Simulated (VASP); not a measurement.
A run of VASP 6.6.1 is set up as follows.

INCAR

```
PREC     = Accurate       # precision mode
ENCUT    = 520            # plane-wave cutoff, eV
EDIFF    = 1E-6           # SCF threshold, eV
ISMEAR   = -1             # smearing method
SIGMA    = 0.05           # smearing width, eV
LREAL    = F              # projectors in reciprocal space
LASPH    = T              # aspherical terms in the spheres
NELM     = 100            # most SCF steps
ALGO     = Normal         # electronic algorithm
ISIF     = 2              # what is computed and relaxed
LWAVE    = F              # write WAVECAR
LCHARG   = F              # write CHGCAR
LDIPOL   = T            
IDIPOL   = 3            
DIPOL    = 0.5 0.5 0.500
GGA      = PE             # functional
NBANDS   = 20             # bands
```

The input KPOINTS:

```
regular mesh
0
Gamma
  9 9 1
```

POSCAR

```
Sb
1.0
    3.3690001795      0.0000000000      0.0000000000
   -1.6845000897      2.9176397408      0.0000000000
    0.0000000000      0.0000000000     25.6600000000
Sb
5
Direct
    0.3333333333      0.6666666666      0.2922837101
    0.6666666667      0.3333333334      0.3961418550
    0.3333333333      0.6666666666      0.5000000000
    0.6666666667      0.3333333334      0.6038581450
    0.3333333333      0.6666666666      0.7077162899
```

Potentials or basis: VASP PAW PBE potentials, release 64 (Sb).

Launch:

```sh
$ cat potpaw_PBE.64/Sb/POTCAR > POTCAR
$ mpirun -np 1 vasp_std > vasp.out
```

Problem. Predict the largest force.

Solution. 0.447 eV/Å.

Forces on the atoms (eV/Å):
```
Sb   0.000  0.000  0.260
Sb   0.000  0.000 -0.447
Sb   0.000  0.000  0.000
Sb   0.000  0.000  0.447
Sb   0.000  0.000 -0.260
```
